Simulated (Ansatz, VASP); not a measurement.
# La2O in VASP and in Ansatz

```
La O
1.0
     0.00000    3.19111    3.19111
     3.19111    0.00000    3.19111
     3.19111    3.19111    0.00000
La O
2 1
Direct
  0.25000 0.25000 0.25000
  0.75000 0.75000 0.75000
  0.00000 0.00000 0.00000
```

Change from the starting cell: species swapped into the TbO2 type (Fm-3m, No. 225).

Alike in both runs: functional PBE; k mesh 6 × 6 × 6; occupations gaussian, width 0.1 eV; no spin polarisation.

Ansatz relaxed the structure, and its values are those at the end. VASP's run is a single point on that final structure, the one shown.

|  | VASP | Ansatz |
| --- | --- | --- |
| version | VASP 6.6.1 | Ansatz 0.2.0 |
| potentials or method | VASP PAW PBE potentials, release 64 (La, O), cutoff 520 eV | scalar-relativistic, plane waves, PAW |
| valence electrons in the cell | 28 | 28 |

Ansatz gave:

- gap on the k mesh at the Fermi level (eV): none
- pressure (GPa): 0.1

**Question.** Which values does VASP return?

**Answer.** gap on the k mesh at the Fermi level (eV): none; pressure (GPa): 0.0.

A gap of «none» marks a metal or a gap that the smearing closes. With one functional, cell and mesh, what is left measures potentials, basis and numerics.

Neither program's run includes spin-orbit coupling.
